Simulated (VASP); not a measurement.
Crystal: Li2Bi.

```
Li Bi
1.0
     3.46083    0.00000    0.00000
    -1.73041    2.99717    0.00000
     0.00000    0.00000    7.44066
Li Bi
2 1
Direct
  0.33333 0.66667 0.34240
  0.66667 0.33333 0.65760
  0.00000 0.00000 0.00000
```

The cell was generated, and may not be a known phase.

* Program: VASP 6.6.1
* Task: relaxation of cell and atoms
* Functional: PBE
* Potentials or basis: VASP PAW PBE potentials, release 64 (Li_sv, Bi_d)
* Cutoff: 600 eV
* k mesh: 6 × 6 × 4
* Occupations: gaussian, width 0.1 eV
* Spin: no spin polarisation

At the start: pressure -1.4 GPa; volume 25.73 Å³/atom.

**Question.** Where does the relaxation end?

**Answer.** Over 12 steps the energy falls by 58.9 meV/atom and the volume is 24.91 Å³/atom (-3.2 %); space group P-3m1 (No. 164, to 0.1 Å) before and after.

Step by step:
| step | energy change (eV) | largest force (eV/Å) | pressure (GPa) | volume (Å³) |
| --- | --- | --- | --- | --- |
| 1 | 0.0000 | 0.4899 | -1.43 | 77.18 |
| 2 | -0.0482 | 0.4412 | -0.69 | 74.63 |
| 3 | -0.0923 | 0.2560 | 2.04 | 68.16 |
| 4 | -0.1214 | 0.1761 | 1.75 | 68.63 |
| 5 | -0.1470 | 0.0860 | 1.54 | 69.25 |
| 6 | -0.0856 | 0.3583 | 1.60 | 70.29 |
| 7 | -0.1520 | 0.0067 | 1.44 | 69.50 |
| 8 | -0.1664 | 0.1063 | 0.22 | 72.29 |
| 9 | -0.1667 | 0.1214 | 0.04 | 72.75 |
| 10 | -0.1687 | 0.1075 | 0.04 | 72.95 |
| 11 | -0.1734 | 0.0655 | 0.01 | 73.55 |
| 12 | -0.1768 | 0.0129 | 0.01 | 74.74 |

Final structure:
```xyz
3
Lattice="3.5458 0.0000 0.0000 -1.7729 3.0708 0.0000 0.0000 0.0000 6.8641" Properties=species:S:1:pos:R:3 pbc="T T T"
Li    0.0000    2.0472    2.0901
Li    1.7729    1.0236    4.7740
Bi    0.0000    0.0000    0.0000
```

Caveat: the cutoff is under 1.25 times the usual one of these potentials, so pressure, stress and relaxed cells hold a basis-set (Pulay) error.
